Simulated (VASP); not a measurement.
# Re: single point with PBE

The system is Re.

```
Re
1.0
     0.00000    1.97701    1.97701
     1.97701    0.00000    1.97701
     1.97701    1.97701    0.00000
Re
1
Direct
  0.50000 0.50000 0.50000
```

This isn't the form of Re at room conditions, which is hcp.

```
Program             : VASP 6.6.1
Task                : single point
Functional          : PBE
Potentials or basis : VASP PAW PBE potentials, release 64 (Re)
Cutoff              : 520 eV
k mesh              : 24 × 24 × 24
Occupations         : gaussian, width 0.1 eV
Spin                : no spin polarisation
```

```json
{
 "Pressure": "-10.8 GPa",
 "Band gap on the k mesh": "zero (an odd number of electrons rules out a gap without spin polarisation)"
}
```

Levels at points of the mesh, in eV from the Fermi level:
| k point | band 1 | band 2 | band 3 | band 4 | band 5 | band 6 | band 7 | band 8 | band 9 |
| --- | --- | --- | --- | --- | --- | --- | --- | --- | --- |
| (0.00, 0.00, 0.00) | -9.78 | -1.78 | -1.78 | -1.78 | 1.17 | 1.17 | 13.87 | 19.25 | 19.25 |
| (0.50, 0.00, 0.00) | -6.52 | -1.97 | -1.97 | 0.15 | 3.54 | 3.54 | 9.27 | 13.36 | 19.56 |
| (0.50, 0.50, 0.00) | -6.40 | -5.57 | 2.61 | 3.49 | 4.22 | 4.22 | 11.89 | 11.89 | 12.17 |

It took 41 s on 1 thread of Intel(R) Xeon(R) Platinum 8259CL CPU @ 2.50GHz (Skylake/Cascade Lake) (shared host), peak memory 0.2 GiB.

Caveat: the cell stands under tension; spin-orbit coupling is left out, which moves the levels of the heavy elements.
